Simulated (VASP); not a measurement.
# Al3O in VASP: notebook

Al3O is run at these levels: LDA; tasks: single point.

All numbers are computed with VASP 6.6.1; they aren't measurements. Logs are shortened: lines on timing, memory, paths and dates and some standing lists are left out, and cuts for length are marked.

**1. The cell of the first run**

The cell holds a slab with vacuum, 4 atoms: a = 2.817 Å, b = 2.817 Å, c = 20.032 Å, α = 90.00°, β = 90.00°, γ = 120.00°.

**2. Single point, LDA**

INCAR

```
SYSTEM = Al3O
ALGO     = Normal         ! electronic algorithm
DIPOL    = 0.5 0.5 0.357
EDIFF    = 1E-7           ! SCF threshold, eV
ENCUT    = 520            ! plane-wave cutoff, eV
IDIPOL   = 3            
ISIF     = 2              ! what is computed and relaxed
ISMEAR   = 0              ! smearing method
LASPH    = .TRUE.         ! aspherical terms in the spheres
LCHARG   = .TRUE.         ! write CHGCAR
LDIPOL   = .TRUE.       
LELF     = .TRUE.         ! ELF
LREAL    = .FALSE.        ! projectors in reciprocal space
LVACPOTAV= .TRUE.       
LVHAR    = .TRUE.       
LWAVE    = .FALSE.        ! write WAVECAR
NBANDS   = 16             ! bands
NELM     = 60             ! most SCF steps
PREC     = Accurate       ! precision mode
SIGMA    = 0.1            ! smearing width, eV
```

KPOINTS

```
k-points
0
G
  12 12 1
  0 0 0
```

POSCAR

```
Al3O
1.0
    2.8168432364      0.0000000000      0.0000000000
   -1.4084216182      2.4394578012      0.0000000000
    0.0000000000      0.0000000000     20.0321727773
Al O
3 1
Direct
    0.6666666667      0.3333333333      0.1996787889
    0.3333333333      0.6666666667      0.3128097090
    0.0000000000      0.0000000000      0.4259234818
    0.0000000000      0.3333333333      0.4891152699
```

Potentials or basis: VASP PAW LDA potentials, release 64 (Al, O).

The run is started by

```console
cat potpaw_LDA.64/Al/POTCAR potpaw_LDA.64/O/POTCAR > POTCAR
mpirun -np 1 vasp_std > vasp.out
```

OUTCAR:

```text
SYSTEM = Al3O
   EDIFF = 1E-7
   ENCUT = 520
   ISIF = 2
   ISMEAR = 0
   LASPH = .TRUE.
   LREAL = .FALSE.
   NELM = 60
   PREC = Accurate

 ion  position               nearest neighbor table
   1  0.667  0.333  0.200-   2 2.79   2 2.79   2 2.79
   2  0.333  0.667  0.313-   3 2.79   3 2.79   3 2.79   1 2.79   1 2.79   1 2.79
   3  0.000  0.000  0.426-   4 1.58   4 2.26   2 2.79   2 2.79   2 2.79
   4  0.000  0.333  0.489-   3 1.58   3 2.26

  LATTYP: Found a hexagonal cell.
 ALAT       =     2.8168432364
 C/A-ratio  =     7.1115681975

  Lattice vectors:

 A1 = (   2.8168432364,   0.0000000000,   0.0000000000)
 A2 = (  -1.4084216182,   2.4394578012,   0.0000000000)
 A3 = (   0.0000000000,   0.0000000000,  20.0321727773)

Analysis of symmetry for initial positions (statically):
=====================================================================
 Subroutine PRICEL returns:
 Original cell was already a primitive cell.

 Routine SETGRP: Setting up the symmetry group for a
 hexagonal supercell.

 Subroutine GETGRP returns: Found  1 space group operations
 (whereof  1 operations were pure point group operations)
 out of a pool of 24 trial point group operations.

The static configuration has the point symmetry C_1 .

Analysis of symmetry for dynamics (positions and initial velocities):
=====================================================================
 Subroutine PRICEL returns:
 Original cell was already a primitive cell.

 Routine SETGRP: Setting up the symmetry group for a
 hexagonal supercell.

 Subroutine GETGRP returns: Found  1 space group operations
 (whereof  1 operations were pure point group operations)
 out of a pool of 24 trial point group operations.

The dynamic configuration has the point symmetry C_1 .

 Subroutine INISYM returns: Found  1 space group operations
 (whereof  1 operations are pure point group operations),
 and found     1 'primitive' translations

----------------------------------------------------------------------------------------

                                     Primitive cell

  volume of cell :     137.6525

  direct lattice vectors                    reciprocal lattice vectors
     2.816843236  0.000000000  0.000000000     0.355007331  0.204963578  0.000000000
    -1.408421618  2.439457801  0.000000000     0.000000000  0.409927157  0.000000000
     0.000000000  0.000000000 20.032172777     0.000000000  0.000000000  0.049919697

  length of vectors
     2.816843236  2.816843236 20.032172777     0.409927157  0.409927157  0.049919697

  position of ions in fractional coordinates (direct lattice)
     0.666666667  0.333333333  0.199678789
     0.333333333  0.666666667  0.312809709
     0.000000000  0.000000000  0.425923482
     0.000000000  0.333333333  0.489115270

  ion indices of the primitive-cell ions
   primitive index   ion index
                 1           1
                 2           2
                 3           3
                 4           4

----------------------------------------------------------------------------------------

 KPOINTS: k-points

Automatic generation of k-mesh.
 Grid dimensions read from file:
 generate k-points for:   12   12    1

 Generating k-lattice:

  Cartesian coordinates                     Fractional coordinates (reciprocal lattice)
     0.029583944  0.017080298  0.000000000     0.083333333  0.000000000  0.000000000
     0.000000000  0.034160596  0.000000000     0.000000000  0.083333333  0.000000000
     0.000000000  0.000000000  0.049919697     0.000000000  0.000000000  1.000000000

  Length of vectors
     0.034160596  0.034160596  0.049919697

  Shift w.r.t. Gamma in fractional coordinates (k-lattice)
     0.000000000  0.000000000  0.000000000

 Subroutine IBZKPT returns following result:
 ===========================================

 Found     74 irreducible k-points:

 Following reciprocal coordinates:
            Coordinates               Weight
  0.000000  0.000000  0.000000      1.000000
  0.083333  0.000000  0.000000      2.000000
  0.000000  0.083333  0.000000      2.000000
 -0.083333  0.083333  0.000000      2.000000
  0.166667  0.000000  0.000000      2.000000
  0.000000  0.166667  0.000000      2.000000
[... 16 lines left out ...]
  0.166667  0.083333  0.000000      2.000000
 -0.083333  0.250000  0.000000      2.000000
 [... further k-points ...]
   k-points           NKPTS =     74   k-points in BZ     NKDIM =     74   number of bands    NBANDS=     16
   number of dos      NEDOS =    301   number of ions     NIONS =      4
   total plane-waves  NPLWV =  86400
   dimension x,y,z NGX =    24 NGY =   24 NGZ =  150
   dimension x,y,z NGXF=    48 NGYF=   48 NGZF=  300
   ions per type =               3   1
   NGX,Y,Z   is equivalent  to a cutoff of  14.16, 14.16, 12.45 a.u.
   NGXF,Y,Z  is equivalent  to a cutoff of  28.33, 28.33, 24.90 a.u.
 SYSTEM =  Al3O
   PREC   = accura    normal or accurate (medium, high low for compatibility)
   ISTART =      0    job   : 0-new  1-cont  2-samecut
   ICHARG =      2    charge: 1-file 2-atom 10-const
   ISPIN  =      1    spin polarized calculation?
   LNONCOLLINEAR =      F non collinear calculations
   LSORBIT =      F    spin-orbit coupling
   LASPH  =      T    aspherical Exc in radial PAW
   ENCUT  =  520.0 eV  38.22 Ry    6.18 a.u.   5.24  5.24 37.25*2*pi/ulx,y,z
   NELM   =     60;   NELMIN=  2; NELMDL= -5     # of ELM steps
   EDIFF  = 0.1E-06   stopping-criterion for ELM
   LREAL  =      F    real-space projection
   EDIFFG = 0.1E-05   stopping-criterion for IOM
   NSW    =      0    number of steps for IOM
   IBRION =     -1    ionic relax: 0-MD 1-quasi-New 2-CG
   NFREE  =      0    steps in history (QN), initial steepest desc. (CG)
   ISIF   =      2    stress and relaxation
   ISYM   =      2    0-nonsym 1-usesym 2-fastsym
   POTIM  = 0.5000    time-step for ionic-motion
   TEBEG  =    0.0;   TEEND  =   0.0 temperature during run
   PSTRESS=    0.0 pullay stress
   NELECT =      15.0000    total number of electrons
   NUPDOWN=      -1.0000    fix difference up-down
   EMIN   =  10.00;   EMAX   =-10.00  energy-range for DOS
   EFERMI =   0.00;   METHOD = LEGACY
   ISMEAR =     0;   SIGMA  =   0.10  broadening in eV -4-tet -1-fermi 0-gaus
   EFERMI_NEDOS =   21; number of points for ismear=-14 and -15
   IALGO  =     38    algorithm
   IMIX   =      4    mixing-type and parameters
     AMIX     =   0.40;   BMIX     =  1.00
     AMIX_MAG =   1.60;   BMIX_MAG =  1.00
  volume/ion in A,a.u.               =      34.41       232.23
  Fermi-wavevector in a.u.,A,eV,Ry     =   0.781947  1.477665  8.319158  0.611441
  Thomas-Fermi vector in A             =   1.885569
   LORBIT       =      0    0 simple, 1 ext, 2 COOP (PROOUT), +10 PAW based schemes
   GGA     = CA    functional components
   LHFCALC =     F    Hartree Fock is set to
   AEXX    =    0.0000 exact exchange contribution
   IVDW    =     0    specifies the selected vdW correction
   LEPSILON=     F    determine dielectric tensor
   LRPA    =     F    only Hartree local field effects (RPA)
 non-spin polarized calculation
 Gauss-broadening in eV      SIGMA  =   0.10
  energy-cutoff  :      520.00
  volume of cell :      137.65
 maximum number of plane-waves:      3744
 NGX is ok and might be reduce to    24
   NGX = 11   NGY = 11   NGZ = 75

 dipolmoment           0.000000      0.000000     -0.037978 electrons x Angstroem

 number of electron      15.0000003 magnetization

 dipolmoment           0.000000      0.000000      0.209670 electrons x Angstroem

 Free energy of the ion-electron system (eV)
  ---------------------------------------------------
  ext. energy  EPLUGINS =         0.00000000
  ---------------------------------------------------
  free energy    TOTEN  =       -18.98262866 eV

  energy without entropy =      -18.97199247  energy(sigma->0) =      -18.97731056

 E-fermi :  -1.4492     XC(G=0):  -4.9593

 val. band max:       -1.4625760400   @ k =   0.0000   0.3333   0.0000
 cond. band min:      -1.4293161728   @ k =   0.0000   0.0833   0.0000
 fundamental gap:      0.0332598673
 Fermi energy:        -1.4492360819

 k-point     1 :       0.0000    0.0000    0.0000
  band No.  band energies     occupation
      1     -18.8634      2.00000
      2     -12.1612      2.00000
      3      -9.9842      2.00000
      4      -6.8415      2.00000
      5      -4.0539      2.00000
      6      -2.0564      2.00000
[... 8 lines left out ...]
     15      10.0019      0.00000
     16      10.0267      0.00000

 k-point     2 :       0.0833    0.0000    0.0000
  band No.  band energies     occupation
      1     -18.8002      2.00000
      2     -11.9920      2.00000
      3      -9.8233      2.00000
      4      -6.6965      2.00000
      5      -3.9505      2.00000
      6      -2.1608      2.00000
[... 8 lines left out ...]
     15       8.4424      0.00000
     16       9.1292      0.00000

 k-point     3 :       0.0000    0.0833    0.0000
  band No.  band energies     occupation
      1     -18.7990      2.00000
      2     -11.9921      2.00000
      3      -9.8231      2.00000
      4      -6.6956      2.00000
      5      -3.9526      2.00000
      6      -2.3334      2.00000
[... 8 lines left out ...]
     15       8.4644      0.00000
     16       9.0781      0.00000

 k-point     4 :      -0.0833    0.0833    0.0000
  band No.  band energies     occupation
      1     -18.7990      2.00000
      2     -11.9920      2.00000
      3      -9.8230      2.00000
      4      -6.6955      2.00000
      5      -3.9522      2.00000
      6      -2.3349      2.00000
[... 8 lines left out ...]
     15       8.4682      0.00000
     16       9.0484      0.00000

 k-point     5 :       0.1667    0.0000    0.0000
  band No.  band energies     occupation
      1     -18.6224      2.00000
      2     -11.4859      2.00000
      3      -9.3439      2.00000
      4      -6.2742      2.00000
      5      -3.6553      2.00000
      6      -2.7240      2.00000
[... 8 lines left out ...]
     15       7.7724      0.00000
     16       8.4194      0.00000

 k-point     6 :       0.0000    0.1667    0.0000
  band No.  band energies     occupation
      1     -18.6176      2.00000
      2     -11.4860      2.00000
      3      -9.3431      2.00000
      4      -6.2707      2.00000
      5      -3.6678      2.00000
      6      -3.0494      2.00000
[... 8 lines left out ...]
     15       7.7805      0.00000
     16       8.4205      0.00000
[... 267 lines left out ...]
 k-point    21 :      -0.0833    0.1667    0.0000
  band No.  band energies     occupation
      1     -18.6750      2.00000
      2     -11.6544      2.00000
      3      -9.5021      2.00000
      4      -6.4089      2.00000
      5      -3.7597      2.00000
      6      -2.8933      2.00000
[... 8 lines left out ...]
     15       7.6873      0.00000
     16       8.1440      0.00000

 k-point    22 :      -0.1667    0.0833    0.0000
  band No.  band energies     occupation
      1     -18.6783      2.00000
      2     -11.6543      2.00000
      3      -9.5026      2.00000
      4      -6.4111      2.00000
      5      -3.7526      2.00000
      6      -2.6442      2.00000
[... 8 lines left out ...]
     15       7.4683      0.00000
     16       8.2881      0.00000

 k-point    23 :       0.1667    0.0833    0.0000
  band No.  band energies     occupation
      1     -18.4607      2.00000
      2     -10.9822      2.00000
      3      -8.8703      2.00000
      4      -5.8755      2.00000
      5      -3.4251      2.00000
      6      -3.2149      2.00000
[... 8 lines left out ...]
     15       6.5782      0.00000
     16       7.8845      0.00000

 k-point    24 :      -0.0833    0.2500    0.0000
  band No.  band energies     occupation
      1     -18.4520      2.00000
      2     -10.9823      2.00000
      3      -8.8681      2.00000
      4      -5.8711      2.00000
      5      -3.6660      2.00000
      6      -3.3543      2.00000
[... 8 lines left out ...]
     15       6.5832      0.00000
     16       7.7305      0.00000

 [... further k-points ...]
[... 5 lines left out ...]
  --------------------------------------------------------------------------------------
  -------------------------------------------------------------------------------------
  Total        1.6483835      2.3997809      0.3109066     -0.6334172      5.1292250     -3.3724842
  in kB       19.1860154     27.9317487      3.6187331     -7.3725270     59.7005442    -39.2533255
  external PRESSURE =      16.9121657 kB  Pullay stress =       0.0000000 kB

 VOLUME and BASIS-vectors are now :
 -----------------------------------------------------------------------------
  energy-cutoff  :      520.00
  volume of cell :      137.65
      direct lattice vectors                 reciprocal lattice vectors
     2.816843236  0.000000000  0.000000000     0.355007331  0.204963578  0.000000000
    -1.408421618  2.439457801  0.000000000     0.000000000  0.409927157  0.000000000
     0.000000000  0.000000000 20.032172777     0.000000000  0.000000000  0.049919697

 POSITION                                       TOTAL-FORCE (eV/Angst)
 -----------------------------------------------------------------------------------
      1.40842      0.81315      4.00000        -0.004896     -0.008159      0.020177
     -0.00000      1.62631      6.26626         0.086284      0.089080     -0.024944
      0.00000      0.00000      8.53217         2.445986     -4.263552     -0.262420
     -0.46947      0.81315      9.79804        -2.527374      4.182631      0.267188
 -----------------------------------------------------------------------------------
    total drift:                               -0.000033      0.000322     -0.000781

  FREE ENERGIE OF THE ION-ELECTRON SYSTEM (eV)
  ---------------------------------------------------
  free  energy   TOTEN  =       -18.9826286581 eV

  energy  without entropy=      -18.9719924652  energy(sigma->0) =      -18.97731056

 vacuum level on the upper side and lower side of the slab         8.074         2.552
```

Run time: 4.3 min. Hardware: 1 thread of AMD EPYC 7R13 (Zen 3), shared host; peak memory 0.28 GiB.

Results:

- Free energy: -18.9826 eV
- Largest force: 4.922 eV/Å
- Band gap on the k mesh: zero (an odd number of electrons rules out a gap without spin polarisation)

Forces in eV/Å, atoms in the order of the input:
```
Al  -0.005 -0.008  0.020
Al   0.086  0.089 -0.025
Al   2.446 -4.264 -0.262
O   -2.527  4.183  0.267
```

**3. Single point, LDA**

INCAR

```
PREC = Accurate ; ENCUT = 520
EDIFF = 1E-6 ; ISMEAR = 0
SIGMA = 0.1 ; LREAL = False
LASPH = True ; NELM = 100
ALGO = Normal ; ISIF = 2
LWAVE = False ; LCHARG = False
LDIPOL = True ; IDIPOL = 3
DIPOL = 0.5 0.5 0.361 ; NBANDS = 16
```

KPOINTS

```
Automatic mesh
0
Gamma
  12 12 1
```

POSCAR, as its differences from that of step 2:

```diff
@@ -11,2 +11,2 @@
     0.0000000000      0.0000000000      0.4259234818
-    0.0000000000      0.3333333333      0.4891152699
+    0.0000000000      0.1666666667      0.5044333341
```

Potentials or basis: VASP PAW LDA potentials, release 64 (Al, O).

The run is started by

```console
cat potpaw_LDA.64/Al/POTCAR potpaw_LDA.64/O/POTCAR > POTCAR
mpirun -np 1 vasp_std > vasp.out
```

Wall time 3.7 min (1 thread of AMD EPYC 7R13 (Zen 3), shared host); peak memory 0.28 GiB.

It converged, with:

```yaml
Free_energy: -17.7454 eV
Largest_force: 1.469 eV/Å
Band_gap_on_the_k_mesh: zero (an odd number of electrons rules out a gap without spin polarisation)
```

Forces on the atoms (eV/Å):
```
Al  -0.005  0.003 -0.044
Al   0.008  0.050  0.256
Al   0.697 -1.208 -0.463
O   -0.700  1.155  0.250
```

Levels at points of the mesh, in eV from the Fermi level:
```tsv
k point	band 5	band 6	band 7	band 8	band 9	band 10	band 11	band 12
(0.00, 0.00, 0.00)	-2.83	-0.47	0.35	0.37	2.65	4.52	6.43	8.64
(0.50, 0.00, 0.00)	-2.94	-1.98	-1.60	-0.36	0.67	1.21	4.08	4.81
(0.00, 0.50, 0.00)	-2.81	-2.28	-1.45	-0.34	0.78	1.09	4.20	4.65
(0.50, 0.50, 0.00)	-3.13	-1.94	-1.56	-0.33	0.66	1.16	4.09	4.74
```

**4. Single point, LDA**

INCAR

```
SYSTEM = Al3O
  ALGO = Normal
  DIPOL = 0.5 0.5 0.353
  EDIFF = 1E-6
  ENCUT = 520
  IDIPOL = 3
  ISIF = 2
  ISMEAR = 0
  LASPH = .TRUE.
  LCHARG = .TRUE.
  LDIPOL = .TRUE.
  LELF = .TRUE.
  LREAL = .FALSE.
  LVACPOTAV = .TRUE.
  LVHAR = .TRUE.
  LWAVE = .FALSE.
  NBANDS = 16
  NELM = 100
  PREC = Accurate
  SIGMA = 0.1
```

KPOINTS

```
k-points
0
G
  12 12 1
  0 0 0
```

POSCAR, as its differences from that of step 3:

```diff
@@ -11,2 +11,2 @@
     0.0000000000      0.0000000000      0.4259234818
-    0.0000000000      0.1666666667      0.5044333341
+    0.1666666667      0.6666666667      0.4738322392
```

The run is started by

```console
cat potpaw_LDA.64/Al/POTCAR potpaw_LDA.64/O/POTCAR > POTCAR
mpirun -np 1 vasp_std > vasp.out
```

Run time: 3.3 min. Hardware: 1 thread of AMD EPYC 7R13 (Zen 3), shared host; peak memory 0.28 GiB.

It converged, with:

```yaml
Free_energy: -20.7055 eV
Largest_force: 6.301 eV/Å
Band_gap_on_the_k_mesh: zero (an odd number of electrons rules out a gap without spin polarisation)
```

Forces in eV/Å, atoms in the order of the input:
```
Al   0.008  0.006  0.074
Al   0.136  0.010 -0.232
Al  -4.962  3.883 -0.033
O    4.818 -3.899  0.191
```

Levels at points of the mesh, in eV from the Fermi level:
```
           k point  band 3  band 4  band 5  band 6  band 7  band 8  band 9  band 10  band 11  band 12
(0.00, 0.00, 0.00)   -8.61   -5.63   -3.17   -2.90   -1.91    0.34    3.18     4.68     6.13     7.47
(0.50, 0.00, 0.00)   -5.01   -4.59   -3.89   -3.68   -1.99   -1.81    0.98     1.75     4.80     6.02
(0.00, 0.50, 0.00)   -4.98   -4.67   -3.93   -3.11   -2.17   -1.55    1.06     1.58     4.78     5.59
(0.50, 0.50, 0.00)   -5.00   -4.66   -3.92   -2.95   -2.37   -1.43    1.10     1.50     4.71     5.62
```

**5. Single point, LDA**

INCAR

```
SYSTEM = Al3O
ALGO = Normal ; DIPOL = 0.5 0.5 0.353
EDIFF = 1E-7 ; ENCUT = 520
IDIPOL = 3 ; ISIF = 2
ISMEAR = 0 ; LASPH = .TRUE.
LCHARG = .TRUE. ; LDIPOL = .TRUE.
LELF = .TRUE. ; LREAL = .FALSE.
LVACPOTAV = .TRUE. ; LVHAR = .TRUE.
LWAVE = .FALSE. ; NBANDS = 16
NELM = 100 ; PREC = Accurate
SIGMA = 0.1
```

KPOINTS is that of step 4.

POSCAR, as its differences from that of step 4:

```diff
@@ -11,2 +11,2 @@
     0.0000000000      0.0000000000      0.4259234818
-    0.1666666667      0.6666666667      0.4738322392
+    0.5000000000      0.3333333333      0.4736072714
```

The run is started by

```console
cat potpaw_LDA.64/Al/POTCAR potpaw_LDA.64/O/POTCAR > POTCAR
mpirun -np 1 vasp_std > vasp.out
```

Run time: 3.7 min. Hardware: 1 thread of AMD EPYC 7R13 (Zen 3), shared host; peak memory 0.28 GiB.

Results (log left out):

| Quantity | Value |
| --- | --- |
| Free energy | -20.8143 eV |
| Largest force | 6.469 eV/Å |
| Band gap on the k mesh | zero (an odd number of electrons rules out a gap without spin polarisation) |

Forces in eV/Å, atoms in the order of the input:
```
Al  -0.005 -0.005  0.060
Al  -0.096  0.026 -0.193
Al  -5.031 -3.955 -0.043
O    5.132  3.933  0.176
```

Levels at points of the mesh, in eV from the Fermi level:
```csv
k point,band 4,band 5,band 6,band 7,band 8,band 9,band 10,band 11
"(0.00, 0.00, 0.00)",-5.49,-3.00,-2.71,-1.68,0.44,3.29,4.81,6.28
"(0.50, 0.00, 0.00)",-4.59,-3.76,-2.73,-2.32,-1.32,1.30,1.46,4.93
"(0.00, 0.50, 0.00)",-4.51,-3.61,-2.94,-2.32,-1.36,1.28,1.60,4.94
"(0.50, 0.50, 0.00)",-4.46,-3.58,-3.45,-2.28,-1.50,1.15,1.80,4.95
```

**6. Summary**

| cell | gap on the mesh (eV) | largest force (eV/Å) |
| --- | --- | --- |
| as given, atomic positions A | none | 4.92 |
| as given, atomic positions B | none | 1.47 |
| as given, atomic positions C | none | 6.30 |
| as given, atomic positions D | none | 6.47 |

Alike in all rows: task single point; level LDA; potentials or basis VASP PAW LDA potentials, release 64 (Al, O); no spin polarisation; k mesh 12 × 12 × 1; cutoff (eV) 520; smearing gaussian 0.1 eV.

Total energies depend on the potentials used, so only differences within one code and one set of settings carry meaning.

The gap in the log of VASP goes by the Fermi energy; the results here count the filled bands.